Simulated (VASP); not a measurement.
# ScInS3 (R32) in VASP: further runs

Runs on ScInS3. Level: PBE. Tasks: single point, relaxation of cell and atoms.

Program: VASP 6.6.1. These are calculated values, not measurements. Logs are shortened: lines on timing, memory, paths and dates and some standing lists are left out, and cuts for length are marked.

## Step 1: The cell of the first run

Symmetry: R32, No. 155, trigonal system. Conventional cell: a = 7.032 Å, b = 7.032 Å, c = 8.683 Å, α = 90.00°, β = 90.00°, γ = 120.00°. Within 4.5 Å of Sc (site symmetry 32) lie 12 S at 3.38 to 3.65 Å and 8 In at 4.31 to 4.34 Å. In (site symmetry 32) has 6 S at 2.50 Å within 3.3 Å. Within 3.7 Å of S (site symmetry 2) lie 2 In at 2.50 Å and 4 Sc at 3.38 to 3.65 Å and 8 S at 3.41 to 3.67 Å.

The cell was generated, and may not be a known phase.

## Step 2: Single point, PBE

The input, INCAR:

```
PREC = Accurate ; ENCUT = 520
EDIFF = 1E-6 ; ISMEAR = 0
SIGMA = 0.1 ; LREAL = False
LASPH = True ; NELM = 100
ALGO = Normal ; ISIF = 2
LWAVE = False ; LCHARG = False
GGA = PE ; NBANDS = 29
```

The input, KPOINTS:

```
regular mesh
0
Gamma
  6 6 6
```

The input, POSCAR:

```
ScInS3
1.0
    3.5157824500      2.0298379400      2.8943308300
   -3.5157824500      2.0298379400      2.8943308300
    0.0000000000     -4.0596758800      2.8943308300
Sc In S
1 1 3
Direct
    0.5000000000      0.5000000000      0.5000000000
    0.0000000000      0.0000000000      0.0000000000
    0.5000000000      0.0186002900      0.9813997100
    0.0186002900      0.9813997100      0.5000000000
    0.9813997100      0.5000000000      0.0186002900
```

Potentials or basis: VASP PAW PBE potentials, release 64 (Sc_sv, In_d, S).

Run with:

```
> cat potpaw_PBE.64/Sc_sv/POTCAR potpaw_PBE.64/In_d/POTCAR potpaw_PBE.64/S/POTCAR > POTCAR
> mpirun -np 1 vasp_std > vasp.out
```

OUTCAR:

```text
PREC = Accurate
   ENCUT = 520
   EDIFF = 1E-6
   ISMEAR = 0
   LREAL = False
   LASPH = True
   NELM = 100
   ISIF = 2
   GGA = PE

 ion  position               nearest neighbor table
   1  0.500  0.500  0.500-
   2  0.000  0.000  0.000-   4 2.50   4 2.50   3 2.50   5 2.50   5 2.50   3 2.50
   3  0.500  0.019  0.981-   2 2.50   2 2.50
   4  0.019  0.981  0.500-   2 2.50   2 2.50
   5  0.981  0.500  0.019-   2 2.50   2 2.50

  LATTYP: Found a trigonal (rhomboedric) cell.
 ALAT       =     4.9857917377
 COS(alpha) =     0.0054978729

  Lattice vectors:

 A1 = (   3.5157824500,   2.0298379400,   2.8943308300)
 A2 = (  -3.5157824500,   2.0298379400,   2.8943308300)
 A3 = (   0.0000000000,  -4.0596758800,   2.8943308300)

Analysis of symmetry for initial positions (statically):
=====================================================================
 Subroutine PRICEL returns:
 Original cell was already a primitive cell.

 Routine SETGRP: Setting up the symmetry group for a
 trigonal (rhombohedral) supercell.

 Subroutine GETGRP returns: Found  6 space group operations
 (whereof  6 operations were pure point group operations)
 out of a pool of 12 trial point group operations.

The static configuration has the point symmetry D_3 .

Analysis of symmetry for dynamics (positions and initial velocities):
=====================================================================
 Subroutine PRICEL returns:
 Original cell was already a primitive cell.

 Routine SETGRP: Setting up the symmetry group for a
 trigonal (rhombohedral) supercell.

 Subroutine GETGRP returns: Found  6 space group operations
 (whereof  6 operations were pure point group operations)
 out of a pool of 12 trial point group operations.

The dynamic configuration has the point symmetry D_3 .

 Subroutine INISYM returns: Found  6 space group operations
 (whereof  6 operations are pure point group operations),
 and found     1 'primitive' translations

----------------------------------------------------------------------------------------

                                     Primitive cell

  volume of cell :     123.9318

  direct lattice vectors                    reciprocal lattice vectors
     3.515782450  2.029837940  2.894330830     0.142215853  0.082108361  0.115167668
    -3.515782450  2.029837940  2.894330830    -0.142215853  0.082108361  0.115167668
[... 86 lines left out ...]
   LNONCOLLINEAR =      F non collinear calculations
   LSORBIT =      F    spin-orbit coupling
   LASPH  =      T    aspherical Exc in radial PAW
   ENCUT  =  520.0 eV  38.22 Ry    6.18 a.u.   9.27  9.27  9.27*2*pi/ulx,y,z
   NELM   =    100;   NELMIN=  2; NELMDL= -5     # of ELM steps
   EDIFF  = 0.1E-05   stopping-criterion for ELM
   LREAL  =      F    real-space projection
   EDIFFG = 0.1E-04   stopping-criterion for IOM
   NSW    =      0    number of steps for IOM
   IBRION =     -1    ionic relax: 0-MD 1-quasi-New 2-CG
   NFREE  =      0    steps in history (QN), initial steepest desc. (CG)
   ISIF   =      2    stress and relaxation
   ISYM   =      2    0-nonsym 1-usesym 2-fastsym
   POTIM  = 0.5000    time-step for ionic-motion
   TEBEG  =    0.0;   TEEND  =   0.0 temperature during run
   PSTRESS=    0.0 pullay stress
   NELECT =      42.0000    total number of electrons
   NUPDOWN=      -1.0000    fix difference up-down
   EMIN   =  10.00;   EMAX   =-10.00  energy-range for DOS
   EFERMI =   0.00;   METHOD = LEGACY
   ISMEAR =     0;   SIGMA  =   0.10  broadening in eV -4-tet -1-fermi 0-gaus
   EFERMI_NEDOS =   21; number of points for ismear=-14 and -15
   IALGO  =     38    algorithm
   IMIX   =      4    mixing-type and parameters
     AMIX     =   0.40;   BMIX     =  1.00
     AMIX_MAG =   1.60;   BMIX_MAG =  1.00
  volume/ion in A,a.u.               =      24.79       167.27
  Fermi-wavevector in a.u.,A,eV,Ry     =   1.141380  2.156896 17.724973  1.302749
  Thomas-Fermi vector in A             =   2.278080
   LORBIT       =      0    0 simple, 1 ext, 2 COOP (PROOUT), +10 PAW based schemes
   GGA     = PE    functional components
   LHFCALC =     F    Hartree Fock is set to
   AEXX    =    0.0000 exact exchange contribution
   IVDW    =     0    specifies the selected vdW correction
   LEPSILON=     F    determine dielectric tensor
   LRPA    =     F    only Hartree local field effects (RPA)
 non-spin polarized calculation
 Gauss-broadening in eV      SIGMA  =   0.10
  energy-cutoff  :      520.00
  volume of cell :      123.93
 maximum number of plane-waves:      3370
 NGX is ok and might be reduce to    40
   NGX = 19   NGY = 19   NGZ = 19

 number of electron      42.0000012 magnetization

 Free energy of the ion-electron system (eV)
  ---------------------------------------------------
  ext. energy  EPLUGINS =         0.00000000
  ---------------------------------------------------
  free energy    TOTEN  =       -21.99791268 eV

  energy without entropy =      -21.99366165  energy(sigma->0) =      -21.99578717

 E-fermi :   3.9097     XC(G=0):  -9.2272

 val. band max:        3.8883679918   @ k =   0.5000   0.5000   0.3333
 cond. band min:       4.0559218676   @ k =   0.5000   0.5000   0.5000
 fundamental gap:      0.1675538757
 Fermi energy:         3.9096834051

 k-point     1 :       0.0000    0.0000    0.0000
  band No.  band energies     occupation
      1     -47.9540      2.00000
      2     -26.4748      2.00000
      3     -26.4737      2.00000
      4     -26.4737      2.00000
      5     -10.6493      2.00000
      6     -10.6493      2.00000
[... 757 lines left out ...]
     28       8.0368      0.00000
     29       9.0665      0.00000

 [... further k-points ...]
[... 5 lines left out ...]
  --------------------------------------------------------------------------------------
  -------------------------------------------------------------------------------------
  Total       -1.6688502     -1.6688502     -1.3451283     -0.0000000      0.0000000      0.0000000
  in kB      -21.5747198    -21.5747197    -17.3896769     -0.0000000      0.0000000      0.0000000
  external PRESSURE =     -20.1797055 kB  Pullay stress =       0.0000000 kB

 VOLUME and BASIS-vectors are now :
 -----------------------------------------------------------------------------
  energy-cutoff  :      520.00
  volume of cell :      123.93
      direct lattice vectors                 reciprocal lattice vectors
     3.515782450  2.029837940  2.894330830     0.142215853  0.082108361  0.115167668
    -3.515782450  2.029837940  2.894330830    -0.142215853  0.082108361  0.115167668
     0.000000000 -4.059675880  2.894330830     0.000000000 -0.164216722  0.115167668

 POSITION                                       TOTAL-FORCE (eV/Angst)
 -----------------------------------------------------------------------------------
      0.00000      0.00000      4.34150        -0.000000      0.000000      0.000000
      0.00000      0.00000      0.00000        -0.000000      0.000000      0.000000
      1.69250     -2.93149      4.34150        -0.265007      0.459006      0.000000
     -3.38499      0.00000      4.34150         0.530015     -0.000000     -0.000000
      1.69250      2.93149      4.34150        -0.265007     -0.459006      0.000000
 -----------------------------------------------------------------------------------
    total drift:                                0.000001     -0.000000      0.000000

  FREE ENERGIE OF THE ION-ELECTRON SYSTEM (eV)
  ---------------------------------------------------
  free  energy   TOTEN  =       -21.9979126818 eV

  energy  without entropy=      -21.9936616533  energy(sigma->0) =      -21.99578717
```

stdout:

```text
POSCAR found type information on POSCAR ScInS
 POSCAR found :  3 types and       5 ions
 scaLAPACK will be used
 LDA part: xc-table for (Slater+PW92), standard interpolation
 POSCAR, INCAR and KPOINTS ok, starting setup
 FFT: planning ... GRIDC
 FFT: planning ... GRID_SOFT
 FFT: planning ... GRID
 WAVECAR not read
 entering main loop
```

It took 4.1 min on 1 thread of Intel Xeon 8259CL, shared host; peak memory 0.31 GiB.

What came out:

```yaml
Free_energy: -21.9979 eV
Pressure: -2.0 GPa
Largest_force: 0.530 eV/Å
Band_gap_on_the_k_mesh: zero (bands 21 and 22 overlap by 0.63 eV)
```

Forces in eV/Å, atoms in the order of the input:
```
Sc   0.000  0.000  0.000
In   0.000  0.000  0.000
S   -0.265  0.459  0.000
S    0.530  0.000  0.000
S   -0.265 -0.459  0.000
```

Stress tensor (GPa, compression positive):
```
-2.16  0.00  0.00
 0.00 -2.16  0.00
 0.00  0.00 -1.74
```

Caveat: spin-orbit coupling is left out, which moves the levels of the heavy elements.

## Step 3: Single point, PBE

This run uses another cell than the first one, of 24.98 Å³/atom.

The input, INCAR:

```
PREC     = Accurate       # precision mode
ENCUT    = 520            # plane-wave cutoff, eV
EDIFF    = 1E-6           # SCF threshold, eV
ISMEAR   = 0              # smearing method
SIGMA    = 0.1            # smearing width, eV
LREAL    = False          # projectors in reciprocal space
LASPH    = True           # aspherical terms in the spheres
NELM     = 60             # most SCF steps
ALGO     = Normal         # electronic algorithm
ISIF     = 2              # what is computed and relaxed
LWAVE    = False          # write WAVECAR
LCHARG   = True           # write CHGCAR
GGA      = PE             # functional
LELF     = True           # ELF
LVHAR    = True         
NBANDS   = 29             # bands
```

The input, KPOINTS:

```
Automatic mesh
0
Gamma
  6 6 6
```

The input, POSCAR:

```
ScInS3
1.0
    3.2828695666      1.8953656280      3.3450255773
   -3.2828695666      1.8953656280      3.3450255773
    0.0000000000     -3.7907312560      3.3450255773
Sc In S
1 1 3
Direct
    0.5000000000      0.5000000000      0.5000000000
    0.0000000000      0.0000000000      0.0000000000
    0.5000000000      0.1318273674      0.8681726326
    0.1318273674      0.8681726326      0.5000000000
    0.8681726326      0.5000000000      0.1318273674
```

Potentials or basis: VASP PAW PBE potentials, release 64 (Sc_sv, In_d, S).

Run with:

```
> cat potpaw_PBE.64/Sc_sv/POTCAR potpaw_PBE.64/In_d/POTCAR potpaw_PBE.64/S/POTCAR > POTCAR
> mpirun -np 1 vasp_std > vasp.out
```

Run time: 3.6 min. Hardware: 1 thread of Intel Xeon 8259CL, shared host; peak memory 0.31 GiB.

It converged, with:

| Property | Result |
| --- | --- |
| Free energy | -24.6982 eV |
| Pressure | 0.2 GPa |
| Largest force | 0.023 eV/Å |
| Band gap on the k mesh | zero (bands 21 and 22 overlap by 0.01 eV) |

Forces in eV/Å, atoms in the order of the input:
```
Sc   0.000  0.000  0.000
In   0.000  0.000  0.000
S    0.011 -0.020  0.000
S   -0.023  0.000  0.000
S    0.011  0.020  0.000
```

Stress tensor (GPa, compression positive):
```
0.27 0.00 0.00
0.00 0.27 0.00
0.00 0.00 0.14
```

Levels at points of the mesh, in eV from the Fermi level:
```
           k point  band 18  band 19  band 20  band 21  band 22  band 23  band 24  band 25
(0.00, 0.00, 0.00)    -2.35    -1.54    -1.54    -0.52    -0.09     1.36     1.53     1.53
(0.50, 0.00, 0.00)    -2.16    -1.65    -1.11    -0.79     0.82     1.65     1.96     2.30
(0.50, 0.50, 0.00)    -1.84    -1.72    -0.88    -0.08     1.12     1.77     1.81     2.34
(0.50, 0.50, 0.50)    -1.45    -1.45    -0.97    -0.97     1.71     2.01     2.01     2.97
```

Caveat: semilocal functionals underestimate gaps, and a narrow one can read as zero; spin-orbit coupling is left out, which moves the levels of the heavy elements.

## Step 4: Relaxation of cell and atoms, PBE

The input, INCAR:

```
PREC = Accurate
ENCUT = 600
EDIFF = 1E-6
ISMEAR = 0
SIGMA = 0.1
LREAL = F
LASPH = T
NELM = 60
ALGO = Normal
ISIF = 3
LWAVE = F
LCHARG = F
GGA = PE
IBRION = 2
NSW = 90
EDIFFG = -0.04
```

The input, KPOINTS:

```
regular mesh
0
Gamma
  6 6 6
```

The input, POSCAR:

```
ScInS3
1.0
    3.5157824500      2.0298379400      2.8943308300
   -3.5157824500      2.0298379400      2.8943308300
    0.0000000000     -4.0596758800      2.8943308300
Sc In S
1 1 3
Direct
    0.5000000000      0.5000000000      0.5000000000
    0.0000000000      0.0000000000      0.0000000000
    0.5000000000      0.0186002900      0.9813997100
    0.0186002900      0.9813997100      0.5000000000
    0.9813997100      0.5000000000      0.0186002900
```

Run with:

```
> cat potpaw_PBE.64/Sc_sv/POTCAR potpaw_PBE.64/In_d/POTCAR potpaw_PBE.64/S/POTCAR > POTCAR
> mpirun -np 1 vasp_std > vasp.out
```

Run time: 58 min. Hardware: 1 thread of Intel Xeon 8259CL, shared host; peak memory 0.35 GiB.

It converged, with:

| Quantity | Value |
| --- | --- |
| Free energy | -24.6966 eV |
| Relaxed volume | 25.13 Å³/atom |
| Relaxed cell | a = 5.066 Å, b = 5.066 Å, c = 5.066 Å, α = 80.99°, β = 80.99°, γ = 80.99° |
| Space group after relaxing (to 0.1 Å) | R32 (No. 155) |
| Energy gained by relaxing | 539.7 meV/atom |
| Ionic steps | 27 |
| Pressure after relaxing | -0.1 GPa |
| Largest force after relaxing | 0.009 eV/Å |
| Band gap on the k mesh | zero (bands 21 and 22 overlap by 0.03 eV) |

Forces in eV/Å, atoms in the order of the input:
```
Sc   0.000  0.000  0.000
In   0.000  0.000  0.000
S    0.004 -0.008  0.000
S   -0.009  0.000  0.000
S    0.004  0.008  0.000
```

The path:
```
step  energy change (eV)  largest force (eV/Å)  pressure (GPa)  volume (Å³)
   1              0.0000                0.5300           -1.99       123.93
   2             -0.0687                0.6573            0.75       118.50
   3             -0.0723                0.6972            1.72       116.86
   4             -0.1320                0.8022            2.06       116.20
   5             -0.3543                1.0517            3.08       114.22
   6             -0.9094                1.2318            5.39       110.30
   7             -1.5176                0.0106           14.73       102.61
   8             -1.5244                0.6394           10.92       104.75
   9             -1.5508                0.3877           12.49       103.76
  10             -1.5714                0.3371           12.58       103.81
  11             -1.6249                0.1731           12.88       103.94
  12             -1.6876                0.2233           13.73       104.20
  13             -1.6925                0.4465           14.23       104.32
  14             -1.7727                0.4419           13.42       105.19
  15             -1.9887                0.4298           11.09       107.83
  16             -2.3151                0.4261            7.01       113.22
  17             -2.5953                0.4689            1.16       124.50
  18             -2.6022                0.4786            0.36       126.67
  19             -2.6021                0.4806            0.20       127.15
  20             -2.6145                0.4547            0.17       127.04
  21             -2.6469                0.3774            0.13       126.71
  22             -2.6878                0.2163            0.13       126.01
  23             -2.6700                0.1120            0.41       124.51
  24             -2.6966                0.1004            0.20       125.48
  25             -2.6981                0.0322           -0.09       125.82
  26             -2.6982                0.0138           -0.17       125.92
  27             -2.6985                0.0089           -0.09       125.65
```

Final structure:
```
CELL_PARAMETERS angstrom
3.28974 1.89933 3.35152
-3.28974 1.89933 3.35152
0.00000 -3.79867 3.35152
ATOMIC_POSITIONS crystal
Sc 0.50000 0.50000 0.50000
In 0.00000 0.00000 0.00000
S 0.50000 0.13215 0.86785
S 0.13215 0.86785 0.50000
S 0.86785 0.50000 0.13215
```

Levels at points of the mesh, in eV from the Fermi level:
```csv
k point,band 17,band 18,band 19,band 20,band 21,band 22,band 23,band 24,band 25
"(0.00, 0.00, 0.00)",-2.34,-2.34,-1.53,-1.53,-0.51,-0.11,1.36,1.53,1.53
"(0.50, 0.00, 0.00)",-2.47,-2.15,-1.63,-1.10,-0.78,0.81,1.65,1.96,2.31
"(0.50, 0.50, 0.00)",-2.43,-1.83,-1.71,-0.88,-0.08,1.11,1.77,1.81,2.34
"(0.50, 0.50, 0.50)",-3.00,-1.45,-1.45,-0.96,-0.96,1.71,2.01,2.01,2.96
```

Caveat: semilocal functionals underestimate gaps, and a narrow one can read as zero; spin-orbit coupling is left out, which moves the levels of the heavy elements.

## Step 5: Single point, PBE, collinear spin

This run uses another cell than the first one, of 24.98 Å³/atom.

The input, INCAR:

```
PREC = Accurate
ENCUT = 520
EDIFF = 1E-7
ISMEAR = 0
SIGMA = 0.1
LREAL = False
LASPH = True
NELM = 150
ALGO = Normal
ISIF = 2
LWAVE = False
LCHARG = False
ISPIN = 2
MAGMOM = 1 0 0 0 0
LORBIT = 11
LMAXMIX = 4
GGA = PE
NBANDS = 33
```

KPOINTS is that of step 4.

The input, POSCAR:

```
ScInS3
1.0
    3.2828695666      1.8953656280      3.3450255773
   -3.2828695666      1.8953656280      3.3450255773
    0.0000000000     -3.7907312560      3.3450255773
Sc In S
1 1 3
Direct
    0.5000000000      0.5000000000      0.5000000000
    0.0000000000      0.0000000000      0.0000000000
    0.5000000000      0.1318273674      0.8681726326
    0.1318273674      0.8681726326      0.5000000000
    0.8681726326      0.5000000000      0.1318273674
```

Run with:

```
> cat potpaw_PBE.64/Sc_sv/POTCAR potpaw_PBE.64/In_d/POTCAR potpaw_PBE.64/S/POTCAR > POTCAR
> mpirun -np 1 vasp_std > vasp.out
```

Run time: 6.4 min. Hardware: 1 thread of Intel Xeon 8259CL, shared host; peak memory 0.42 GiB.

The run converged. Its results:

```
Free energy                                           : -24.6982 eV
Pressure                                              : 0.2 GPa
Largest force                                         : 0.022 eV/Å
Band gap on the k mesh                                : zero (filled and empty bands overlap)
Net moment                                            : 0.00 μB per cell
Valence electrons inside the program's atomic spheres : Sc 9.35; In 11.21; S 3.74
```

Forces on the atoms (eV/Å):
```
Sc   0.000  0.000  0.000
In   0.000  0.000  0.000
S    0.011 -0.019  0.000
S   -0.022  0.000  0.000
S    0.011  0.019  0.000
```

Stress tensor (GPa, compression positive):
```
0.27 0.00 0.00
0.00 0.27 0.00
0.00 0.00 0.14
```

Levels at points of the mesh, in eV from the Fermi level:
Spin up:
```tsv
k point	band 18	band 19	band 20	band 21	band 22	band 23	band 24	band 25
(0.00, 0.00, 0.00)	-2.35	-1.54	-1.54	-0.52	-0.09	1.36	1.53	1.53
(0.50, 0.00, 0.00)	-2.16	-1.65	-1.11	-0.79	0.82	1.65	1.96	2.30
(0.50, 0.50, 0.00)	-1.84	-1.72	-0.88	-0.08	1.12	1.77	1.81	2.34
(0.50, 0.50, 0.50)	-1.45	-1.45	-0.97	-0.97	1.71	2.01	2.01	2.97
```
Spin down:
```tsv
k point	band 17	band 18	band 19	band 20	band 21	band 22	band 23	band 24	band 25	band 26
(0.00, 0.00, 0.00)	-2.35	-2.35	-1.54	-1.54	-0.52	-0.09	1.36	1.53	1.53	2.91
(0.50, 0.00, 0.00)	-2.49	-2.16	-1.65	-1.11	-0.79	0.82	1.65	1.96	2.30	2.41
(0.50, 0.50, 0.00)	-2.44	-1.84	-1.72	-0.88	-0.08	1.12	1.77	1.81	2.34	2.95
(0.50, 0.50, 0.50)	-3.01	-1.45	-1.45	-0.97	-0.97	1.71	2.01	2.01	2.97	2.97
```

Caveat: semilocal functionals underestimate gaps, and a narrow one can read as zero; spin-orbit coupling is left out, which moves the levels of the heavy elements.

## Step 6: Overview

| task | spin | cell | cutoff (eV) | gap on the mesh (eV) | pressure (GPa) | largest force (eV/Å) |
| --- | --- | --- | --- | --- | --- | --- |
| single point | off | a = 4.986 Å, angles 89.7°, 5 atoms, atomic positions A | 520 | none | -2.0 | 0.53 |
| single point | off | a = 5.056 Å, angles 81.0°, 5 atoms, atomic positions B | 520 | none | 0.2 | 0.02 |
| relaxation of cell and atoms | off | relaxed from a = 4.986 Å, angles 89.7°, 5 atoms, atomic positions A | 600 | none | -0.1 | 0.01 |
| single point | collinear | a = 5.056 Å, angles 81.0°, 5 atoms, atomic positions B | 520 | none | 0.2 | 0.02 |

Alike in all rows: level PBE; potentials or basis VASP PAW PBE potentials, release 64 (Sc_sv, In_d, S); k mesh 6 × 6 × 6; smearing gaussian 0.1 eV.

Caveats: spin-orbit coupling is left out, which moves the levels of the heavy elements; semilocal functionals underestimate gaps, and a narrow one can read as zero (at least some runs).

Absolute energies hang on the potentials; compare differences alone.

The gap in the log of VASP goes by the Fermi energy; the results here count the filled bands.